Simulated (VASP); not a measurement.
Input of a VASP 6.6.1 run:

The input INCAR:

```
ALGO = Normal
EDIFF = 1E-7
ENCUT = 520
GGA = CA
ISIF = 2
ISMEAR = -1
LASPH = True
LCHARG = False
LREAL = False
LWAVE = False
NBANDS = 16
NELM = 100
PREC = Accurate
SIGMA = 0.05
```

Contents of KPOINTS:

```
k-points
0
Gamma
  10 10 6
```

File POSCAR:

```
AlN
1.0
    3.0494515564      0.0000000000      0.0000000000
   -1.5247257782      2.6409025155      0.0000000000
    0.0000000000      0.0000000000      4.8793184075
Al N
2 2
Direct
    0.6666666667      0.3333333333      0.5000000000
    0.3333333333      0.6666666667      0.0000000000
    0.6666666667      0.3333333333      0.8800000000
    0.3333333333      0.6666666667      0.3800000000
```

Potentials or basis: VASP PAW LDA potentials, release 64 (Al, N).

The run is started by

```sh
$ cat potpaw_LDA.64/Al/POTCAR potpaw_LDA.64/N/POTCAR > POTCAR
$ mpirun -np 1 vasp_std > vasp.out
```

What does it give for the largest force?

0.169 eV/Å.

Predict the pressure.

9.6 GPa.

What does it give for the band gap on the k mesh?

4.80 eV.

Stress tensor (GPa, compression positive):
```
 9.18  0.00  0.00
 0.00  9.18  0.00
 0.00  0.00 10.50
```

Caveat: the cell stands under pressure. Expect the measured gap to be larger: semilocal functionals such as LDA lack the derivative discontinuity.
